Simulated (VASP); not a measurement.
Write the native input for VASP 6.6.1 that does the following.

```yaml
Task: single point
Functional: PBEsol
Potentials_or_basis: VASP PAW PBE potentials, release 64 (Ba_sv)
Cutoff: 520 eV
k_mesh: 14 × 14 × 14
Occupations: gaussian, width 0.15 eV
Spin: no spin polarisation
Dipole_correction: no
Further_INCAR_settings: ALGO = Normal; EDIFF = 1e-07; NBANDS = 11
```

The structure of Ba lies in POSCAR:

```
Ba
1.0
    3.9177175405      0.0000000000      0.0000000000
    0.0000000000      3.9177175405      0.0000000000
    0.0000000000      0.0000000000      3.9177175405
Ba
1
Direct
    0.0000000000      0.0000000000      0.0000000000
```

One way to write it, as run:

INCAR

```
ALGO = Normal ; EDIFF = 1E-7
ENCUT = 520 ; GGA = PS
ISIF = 2 ; ISMEAR = 0
LASPH = T ; LCHARG = F
LREAL = F ; LWAVE = F
NBANDS = 11 ; NELM = 80
PREC = Accurate ; SIGMA = 0.15
```

KPOINTS

```
k-points
0
Gamma
  14 14 14
```

Potentials or basis: VASP PAW PBE potentials, release 64 (Ba_sv).

Command:

```console
$ cat potpaw_PBE.64/Ba_sv/POTCAR > POTCAR
$ mpirun -np 1 vasp_std > vasp.out
```

It gave:

* Pressure: -0.4 GPa
* Band gap on the k mesh: zero (band 5 reaches 1.65 eV, above the bottom of band 6 at 1.55 eV)

Caveat: the PAW data sets were made with another functional, which shifts forces and pressure a little; spin-orbit coupling is left out, which moves the levels of the heavy elements.

Wall time 28 s on 1 thread of AMD EPYC 9R45 96-Core Processor (Zen 5), with other jobs on the host, peak memory 0.19 GiB.
